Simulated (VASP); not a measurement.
# MgB2 (P6/mmm) in VASP: further runs

The runs below take MgB2 through single point, with PBE.

Everything below comes from runs of VASP 6.6.1. Logs are shortened: lines on timing, memory, paths and dates and some standing lists are left out, and cuts for length are marked.

## 1. The cell of the first run

The structure is hexagonal, space group P6/mmm (No. 191). Conventional cell: a = 2.999 Å, b = 2.999 Å, c = 3.371 Å, α = 90.00°, β = 90.00°, γ = 120.00°. Mg (site symmetry 6/mmm) has 12 B at 2.42 Å and 6 Mg at 3.00 Å within 3.2 Å. B (site symmetry -6m2) has 3 B at 1.73 Å within 2.3 Å.

## 2. Single point, PBE (volume scaled by 0.91, then relaxed in part)

Input file INCAR:

```
PREC     = Accurate       # precision mode
ENCUT    = 520            # plane-wave cutoff, eV
EDIFF    = 1E-6           # SCF threshold, eV
ISMEAR   = 0              # smearing method
SIGMA    = 0.1            # smearing width, eV
LREAL    = F              # projectors in reciprocal space
LASPH    = T              # aspherical terms in the spheres
NELM     = 100            # most SCF steps
ALGO     = Normal         # electronic algorithm
ISIF     = 2              # what is computed and relaxed
LWAVE    = F              # write WAVECAR
LCHARG   = F              # write CHGCAR
GGA      = PE             # functional
NBANDS   = 11             # bands
```

Input file KPOINTS:

```
regular mesh
0
Gamma
  18 18 12
```

Input file POSCAR:

```
MgB2
1.0
    2.9993333398      0.0000000000      0.0000000000
   -1.4996666699      2.5974988667      0.0000000000
    0.0000000000      0.0000000000      3.3711185409
Mg B
1 2
Direct
    0.0000000000      0.0000000000      0.0000000000
    0.3333333333      0.6666666667      0.5000000000
    0.6666666667      0.3333333333      0.5000000000
```

Potentials or basis: VASP PAW PBE potentials, release 64 (Mg, B).

Run with:

```bash
$ cat potpaw_PBE.64/Mg/POTCAR potpaw_PBE.64/B/POTCAR > POTCAR
$ mpirun -np 1 vasp_std > vasp.out
```

OUTCAR:

```text
PREC = Accurate
   ENCUT = 520
   EDIFF = 1E-6
   ISMEAR = 0
   LREAL = F
   LASPH = T
   NELM = 100
   ISIF = 2
   GGA = PE

 ion  position               nearest neighbor table
   1  0.000  0.000  0.000-   2 2.42   3 2.42   2 2.42   3 2.42   3 2.42   3 2.42   2 2.42   2 2.42
                             3 2.42   3 2.42   2 2.42   2 2.42
   2  0.333  0.667  0.500-   3 1.73   3 1.73   3 1.73   1 2.42   1 2.42   1 2.42   1 2.42   1 2.42
                             1 2.42
   3  0.667  0.333  0.500-   2 1.73   2 1.73   2 1.73   1 2.42   1 2.42   1 2.42   1 2.42   1 2.42
                             1 2.42

  LATTYP: Found a hexagonal cell.
 ALAT       =     2.9993333398
 C/A-ratio  =     1.1239559459

  Lattice vectors:

 A1 = (   2.9993333398,   0.0000000000,   0.0000000000)
 A2 = (  -1.4996666699,   2.5974988667,   0.0000000000)
 A3 = (   0.0000000000,   0.0000000000,   3.3711185409)

Analysis of symmetry for initial positions (statically):
=====================================================================
 Subroutine PRICEL returns:
 Original cell was already a primitive cell.

 Routine SETGRP: Setting up the symmetry group for a
 hexagonal supercell.

 Subroutine GETGRP returns: Found 24 space group operations
 (whereof 24 operations were pure point group operations)
 out of a pool of 24 trial point group operations.

The static configuration has the point symmetry D_6h.

Analysis of symmetry for dynamics (positions and initial velocities):
=====================================================================
 Subroutine PRICEL returns:
 Original cell was already a primitive cell.

 Routine SETGRP: Setting up the symmetry group for a
 hexagonal supercell.

 Subroutine GETGRP returns: Found 24 space group operations
 (whereof 24 operations were pure point group operations)
 out of a pool of 24 trial point group operations.

The dynamic configuration has the point symmetry D_6h.

 Subroutine INISYM returns: Found 24 space group operations
 (whereof 24 operations are pure point group operations),
 and found     1 'primitive' translations

----------------------------------------------------------------------------------------

                                     Primitive cell

  volume of cell :      26.2636

  direct lattice vectors                    reciprocal lattice vectors
     2.999333340  0.000000000  0.000000000     0.333407423  0.192492866  0.000000000
    -1.499666670  2.597498867  0.000000000     0.000000000  0.384985731  0.000000000
     0.000000000  0.000000000  3.371118541     0.000000000  0.000000000  0.296637448
[... 98 lines left out ...]
   NUPDOWN=      -1.0000    fix difference up-down
   EMIN   =  10.00;   EMAX   =-10.00  energy-range for DOS
   EFERMI =   0.00;   METHOD = LEGACY
   ISMEAR =     0;   SIGMA  =   0.10  broadening in eV -4-tet -1-fermi 0-gaus
   EFERMI_NEDOS =   21; number of points for ismear=-14 and -15
   IALGO  =     38    algorithm
   IMIX   =      4    mixing-type and parameters
     AMIX     =   0.40;   BMIX     =  1.00
     AMIX_MAG =   1.60;   BMIX_MAG =  1.00
  volume/ion in A,a.u.               =       8.75        59.08
  Fermi-wavevector in a.u.,A,eV,Ry     =   1.101506  2.081544 16.508153  1.213315
  Thomas-Fermi vector in A             =   2.237934
   LORBIT       =      0    0 simple, 1 ext, 2 COOP (PROOUT), +10 PAW based schemes
   GGA     = PE    functional components
   LHFCALC =     F    Hartree Fock is set to
   AEXX    =    0.0000 exact exchange contribution
   IVDW    =     0    specifies the selected vdW correction
   LEPSILON=     F    determine dielectric tensor
   LRPA    =     F    only Hartree local field effects (RPA)
 non-spin polarized calculation
 Gauss-broadening in eV      SIGMA  =   0.10
  energy-cutoff  :      520.00
  volume of cell :       26.26
 maximum number of plane-waves:       727
 NGX is ok and might be reduce to    24
   NGX = 11   NGY = 11   NGZ = 13

 number of electron       8.0000000 magnetization

 Free energy of the ion-electron system (eV)
  ---------------------------------------------------
  ext. energy  EPLUGINS =         0.00000000
  ---------------------------------------------------
  free energy    TOTEN  =       -15.20791633 eV

  energy without entropy =      -15.20502327  energy(sigma->0) =      -15.20646980

 E-fermi :   5.9487     XC(G=0): -11.3172

 val. band max:        5.9310230636   @ k =   0.3333   0.2778   0.1667
 cond. band min:       5.9769006579   @ k =   0.2778   0.2222   0.4167
 fundamental gap:      0.0458775943
 Fermi energy:         5.9487152823

 k-point     1 :       0.0000    0.0000    0.0000
  band No.  band energies     occupation
      1      -7.0321      2.00000
      2       3.0283      2.00000
      3       6.3286      0.00000
      4       6.3286      0.00000
      5       8.1642      0.00000
      6      12.5630      0.00000
      7      12.5630      0.00000
      8      14.8987      0.00000
      9      16.7240      0.00000
     10      19.5952      0.00000
     11      23.1520      0.00000
[... 309 lines left out ...]
 k-point    24 :       0.3889    0.1111    0.0000
  band No.  band energies     occupation
      1      -3.3898      2.00000
      2      -1.4097      2.00000
      3       2.7517      2.00000
      4       6.2046      0.00030
      5       9.6415      0.00000
      6      10.8650      0.00000
      7      12.1303      0.00000
      8      14.6241      0.00000
      9      17.8528      0.00000
     10      20.0205      0.00000
     11      20.9297      0.00000

 [... further k-points ...]

------------------------ aborting loop because EDIFF is reached ----------------------------------------

  FORCE on cell =-STRESS in cart. coord.  units (eV):
  Direction    XX          YY          ZZ          XY          YZ          ZX
  --------------------------------------------------------------------------------------
  -------------------------------------------------------------------------------------
  Total        2.6211804      2.6211804      2.5692377      0.0000000     -0.0000000     -0.0000000
  in kB      159.9018051    159.9018051    156.7331046      0.0000000     -0.0000000     -0.0000000
  external PRESSURE =     158.8455716 kB  Pullay stress =       0.0000000 kB

 VOLUME and BASIS-vectors are now :
 -----------------------------------------------------------------------------
  energy-cutoff  :      520.00
  volume of cell :       26.26
      direct lattice vectors                 reciprocal lattice vectors
     2.999333340  0.000000000  0.000000000     0.333407423  0.192492866  0.000000000
    -1.499666670  2.597498867  0.000000000     0.000000000  0.384985731  0.000000000
     0.000000000  0.000000000  3.371118541     0.000000000  0.000000000  0.296637448

 POSITION                                       TOTAL-FORCE (eV/Angst)
 -----------------------------------------------------------------------------------
      0.00000      0.00000      0.00000         0.000000      0.000000      0.000000
     -0.00000      1.73167      1.68556        -0.000000      0.000000      0.000000
      1.49967      0.86583      1.68556         0.000000      0.000000      0.000000
 -----------------------------------------------------------------------------------
    total drift:                                0.000000     -0.000000      0.000000

  FREE ENERGIE OF THE ION-ELECTRON SYSTEM (eV)
  ---------------------------------------------------
  free  energy   TOTEN  =       -15.2079163299 eV

  energy  without entropy=      -15.2050232748  energy(sigma->0) =      -15.20646980
```

Wall time 21 s (1 thread of Intel Xeon 6975P-C (Granite Rapids), shared host); peak memory 0.2 GiB.

Results:

| Item | Value |
| --- | --- |
| Free energy | -15.2079 eV |
| Pressure | 15.9 GPa |
| Band gap on the k mesh | zero (band 4 reaches 7.96 eV, above the bottom of band 5 at 3.78 eV) |

Levels at points of the mesh, in eV from the Fermi level:
| k point | band 1 | band 2 | band 3 | band 4 | band 5 | band 6 | band 7 | band 8 | band 9 |
| --- | --- | --- | --- | --- | --- | --- | --- | --- | --- |
| (0.00, 0.00, 0.00) | -12.98 | -2.92 | 0.38 | 0.38 | 2.22 | 6.61 | 6.61 | 8.95 | 10.78 |
| (0.50, 0.00, 0.00) | -8.85 | -8.24 | -2.32 | 0.32 | 3.46 | 4.04 | 6.09 | 8.27 | 13.77 |
| (0.00, 0.00, 0.50) | -11.51 | -7.82 | 0.84 | 0.84 | 6.92 | 6.92 | 8.41 | 11.21 | 11.32 |
| (0.50, 0.00, 0.50) | -7.72 | -7.21 | -3.80 | -2.00 | -1.33 | 6.31 | 9.52 | 9.67 | 14.59 |

(Part 1 of 2 ends here.)
